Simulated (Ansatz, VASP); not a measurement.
# Two plane-wave programs on Tl

```
Tl
1.0
    -1.92636    1.92636    1.92636
     1.92636   -1.92636    1.92636
     1.92636    1.92636   -1.92636
Tl
1
Direct
  0.00000 0.00000 0.00000
```

Alike in both runs: functional PBEsol; k mesh 16 × 16 × 16; occupations fermi-dirac, width 0.08 eV; no spin polarisation.

Ansatz relaxed the structure, and its values are those at the end. VASP's run is a single point on that final structure, the one shown.

```csv
,VASP,Ansatz
version,VASP 6.6.1,Ansatz 0.2.0
potentials or method,"VASP PAW PBE potentials, release 64 (Tl_d)","PAW with Ansatz's default frozen-core files, scalar-relativistic"
plane-wave cutoff (eV),520,420
valence electrons in the cell,13,13
```

|  | VASP | Ansatz | Ansatz less VASP |
| --- | --- | --- | --- |
| pressure (GPa) | -0.1 | 0.0 | +0.07 |

VASP's potentials were made for PBE, not for PBEsol. The functional is the same, so the differences come from potentials, cutoffs and numerics.

Neither program's run includes spin-orbit coupling.
